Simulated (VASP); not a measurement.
W:

```xyz
1
Lattice="-1.5850 1.5850 1.5850 1.5850 -1.5850 1.5850 1.5850 1.5850 -1.5850" Properties=species:S:1:pos:R:3 pbc="T T T"
W     0.0000    0.0000    0.0000
```

* Program: VASP 6.6.1
* Task: relaxation of cell and atoms
* Functional: PBEsol
* Potentials or basis: VASP PAW PBE potentials, release 64 (W_sv)
* Cutoff: 600 eV
* k mesh: 16 × 16 × 16
* Occupations: gaussian, width 0.1 eV
* Spin: no spin polarisation

At the start: pressure -4.4 GPa; volume 15.93 Å³/atom.

Problem. How do energy, volume and symmetry change on relaxing?

Solution. Over 3 steps the energy falls by 3.0 meV/atom and the volume is 15.71 Å³/atom (-1.3 %); space group Im-3m (No. 229, to 0.05 Å).

Step by step:
```
step  energy change (eV)  largest force (eV/Å)  pressure (GPa)  volume (Å³)
   1              0.0000                0.0000           -4.38        15.93
   2              0.0385                0.0000           18.21        14.94
   3             -0.0030                0.0000           -0.02        15.71
```

Final structure:
```
W
1.0
    -1.57786    1.57786    1.57786
     1.57786   -1.57786    1.57786
     1.57786    1.57786   -1.57786
W
1
Direct
  0.00000 0.00000 0.00000
```

Caveat: the PAW data sets were made with another functional, which shifts forces and pressure a little.
